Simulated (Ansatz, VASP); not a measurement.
## One calculation of ZrAg3, two programs

```
Zr Ag
1.0
     4.30093    0.00000    0.00000
     0.00000    4.30093    0.00000
     0.00000    0.00000    4.30093
Zr Ag
1 3
Direct
  0.00000 0.00000 0.00000
  0.00000 0.50000 0.50000
  0.50000 0.50000 0.00000
  0.50000 0.00000 0.50000
```

Alike in both runs: task single point; functional PBE; k mesh 8 × 8 × 8; occupations gaussian, width 0.05 eV; no spin polarisation.

|  | VASP | Ansatz |
| --- | --- | --- |
| version | VASP 6.6.1 | Ansatz 0.2.0 |
| potentials or method | VASP PAW PBE potentials, release 64 (Zr_sv, Ag), cutoff 520 eV | scalar-relativistic, plane waves, PAW |
| valence electrons in the cell | 45 | 69 |

Ansatz gave:

| Property | Result |
| --- | --- |
| gap on the k mesh at the Fermi level (eV) | none |
| pressure (GPa) | -1.7 |

Q: Which values does VASP return?

A: gap on the k mesh at the Fermi level (eV): none; pressure (GPa): -1.8.

A gap of «none» marks a metal or a gap that the smearing closes. The functional is the same, so the differences come from potentials, cutoffs and numerics. VASP's potentials hold 45 valence electrons a cell and Ansatz's 69, so a difference there can come from the potentials and not from the codes.
